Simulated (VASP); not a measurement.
A run of VASP 6.6.1 is set up as follows.

Contents of INCAR:

```
ALGO = Normal ; EDIFF = 1E-7
ENCUT = 520 ; GGA = RE
ISIF = 2 ; ISMEAR = -1
IVDW = 12 ; LASPH = T
LCHARG = T ; LELF = T
LREAL = F ; LVHAR = T
LWAVE = F ; NBANDS = 21
NELM = 60 ; PREC = Accurate
SIGMA = 0.05
```

The input KPOINTS:

```
k-points
0
Gamma
  8 8 8
```

POSCAR

```
Ge
1.0
    0.0000000000      2.8099234548      2.8099234548
    2.8099234548      0.0000000000      2.8099234548
    2.8099234548      2.8099234548      0.0000000000
Ge
2
Direct
    0.7500000000      0.7500000000      0.7500000000
    0.5000000000      0.5000000000      0.5000000000
```

Potentials or basis: VASP PAW PBE potentials, release 64 (Ge_d).

Launch:

```console
$ cat potpaw_PBE.64/Ge_d/POTCAR > POTCAR
$ mpirun -np 1 vasp_std > vasp.out
```

Q: Predict the pressure.

A: 2.0 GPa.

Q: What does it give for the dispersion energy per atom?

A: -0.582 eV.

Q: Predict the band gap on the k mesh.

A: 0.31 eV.

Caveat: the PAW data sets were made with another functional, which shifts forces and pressure a little. A k mesh can miss the band edges.
